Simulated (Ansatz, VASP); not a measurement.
## One calculation of CaO, two programs

The input INCAR:

```
PREC = Accurate
ENCUT = 520
EDIFF = 1E-6
ISMEAR = -1
SIGMA = 0.02
LREAL = F
LASPH = T
NELM = 80
ALGO = Normal
ISIF = 2
LWAVE = F
LCHARG = T
GGA = PE
LELF = T
LVHAR = T
NBANDS = 24
```

KPOINTS

```
regular mesh
0
Gamma
  12 12 6
```

The input POSCAR:

```
CaO
1.0
    3.9808380022     -0.0455805951      0.0000000000
   -2.0298929544      3.4702971358      0.0000000000
    0.0000000000      0.0000000000      4.7704440775
Ca O
2 2
Direct
    0.3365728914      0.6667646355     -0.0625000000
    0.6634271086      0.3332353645      0.4375000000
    0.3358253499      0.6667390923      0.4375000000
    0.6641746501      0.3332609077      0.9375000000
```

Input for Ansatz:

```yaml
crystal:
  lattice:
    - [3.9808380022, -0.0455805951, 0.0]
    - [-2.0298929544, 3.4702971358, 0.0]
    - [0.0, 0.0, 4.7704440775]
  atoms:
    - { symbol: Ca, position: [0.3365728914, 0.6667646355, -0.0625] }
    - { symbol: Ca, position: [0.6634271086, 0.3332353645, 0.4375] }
    - { symbol: O, position: [0.3358253499, 0.6667390923, 0.4375] }
    - { symbol: O, position: [0.6641746501, 0.3332609077, 0.9375] }
kpoints:
  mp_grid: { grid: [12, 12, 6] }
  band_path:
    path:
      - [0.0, 0.0, 0.0]
      - [0.5, 0.0, 0.0]
      - [0.3333333333, 0.3333333333, 0.0]
      - [0.0, 0.0, 0.5]
      - [0.5, 0.0, 0.5]
      - [0.3333333333, 0.3333333333, 0.5]
    npoints: 1
hamiltonian:
  xc: pbe
scf:
  occupations: { method: fermi_dirac, width: 0.02 }
  n_extra_bands: 5
output:
  forces: true
  stress: true
  eigenvalues: true
```

Change from the starting cell: shear_xy strain -2.3%.

Alike in both runs: task single point; functional PBE; k mesh 12 × 12 × 6; occupations fermi-dirac, width 0.02 eV; no spin polarisation.

|  | VASP | Ansatz |
| --- | --- | --- |
| version | VASP 6.6.1 | Ansatz 0.2.0 |
| potentials or method | VASP PAW PBE potentials, release 64 (Ca_sv, O) | plane waves, PAW |
| plane-wave cutoff (eV) | 520 | 420 |
| valence electrons in the cell | 32 | 32 |

Ansatz gave:

| Item | Value |
| --- | --- |
| gap on the k mesh at the Fermi level (eV) | 3.21 |
| pressure (GPa) | 1.8 |
| traceless stress, the component that is largest in VASP (GPa) | 0.31 |

Estimate VASP's values.

gap on the k mesh at the Fermi level (eV): 3.19; pressure (GPa): 2.3; traceless stress, the component that is largest in VASP (GPa): 0.33.
